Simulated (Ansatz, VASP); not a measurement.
Given: the input of a run of Ansatz 0.2.0 on CdS.

input.yaml

```yaml
crystal:
  lattice:
    - [0.0, 2.753244, 2.753244]
    - [2.753244, 0.0, 2.753244]
    - [2.753244, 2.753244, 0.0]
  atoms:
    - { symbol: Cd, position: [0.0, 0.0, 0.0] }
    - { symbol: S, position: [0.5, 0.5, 0.5] }
hamiltonian:
  xc: revpbe
  pseudopotentials: { kind: paw }
  dispersion: d3bj
kpoints:
  mp_grid: { grid: [8, 8, 8] }
scf:
  occupations: { method: fermi_dirac, width: 0.05 }
output:
  forces: true
  stress: true
  eigenvalues: true
relax:
  f_tol: 0.01
  max_steps: 40
  cell: { stress_tol: 0.05 }
```

Potentials or basis: Ansatz PAW.

Launch:

```console
$ ansatz run input.yaml --threads 2 --pin off --max-ram 5632MiB --backend cpu --events-out ev --progress --plain --runs-dir out
```

Q: Set up the same calculation for VASP 6.6.1. Potentials there: VASP PAW PBE potentials, release 64 (Cd_sv_GW, S).

A: As run (the cutoff follows the program's own potentials):

Contents of INCAR:

```
SYSTEM = CdS
  PREC = Accurate
  ENCUT = 540
  EDIFF = 1E-7
  ISMEAR = -1
  SIGMA = 0.05
  LREAL = .False.
  LASPH = .True.
  NELM = 120
  ALGO = Normal
  ISIF = 3
  LWAVE = .False.
  LCHARG = .False.
  GGA = RE
  IVDW = 12
  IBRION = 2
  NSW = 60
  EDIFFG = -0.01
  GGA_COMPAT = .False.
  NELMIN = 4
```

File KPOINTS:

```
Automatic mesh
0
Gamma
  8 8 8
  0 0 0
```

File POSCAR:

```
CdS
1.0
    0.0000000000      2.7532440000      2.7532440000
    2.7532440000      0.0000000000      2.7532440000
    2.7532440000      2.7532440000      0.0000000000
Cd S
1 1
Direct
    0.0000000000      0.0000000000      0.0000000000
    0.5000000000      0.5000000000      0.5000000000
```

Potentials or basis: VASP PAW PBE potentials, release 64 (Cd_sv_GW, S).

Command:

```console
$ cat potpaw_PBE.64/Cd_sv_GW/POTCAR potpaw_PBE.64/S/POTCAR > POTCAR
$ mpirun -np 1 vasp_std > vasp.out
```

Both were run:

|  | VASP | Ansatz | Ansatz less VASP |
| --- | --- | --- | --- |
| gap on the k mesh at the Fermi level, each at its own relaxed structure (eV) | 0.34 | 0.34 | +0.005 |
| relaxed volume (Å³/atom) | 19.42 | 19.65 | +0.228 |
| relaxed cell length with the largest relative difference (Å) | 3.802 | 3.816 | +0.0148 |

VASP's potentials were made for PBE, not for revPBE.

Noted on Ansatz's run: the plane-wave basis is chosen anew once the cell has moved, so the energies of steps on either side of that aren't comparable.
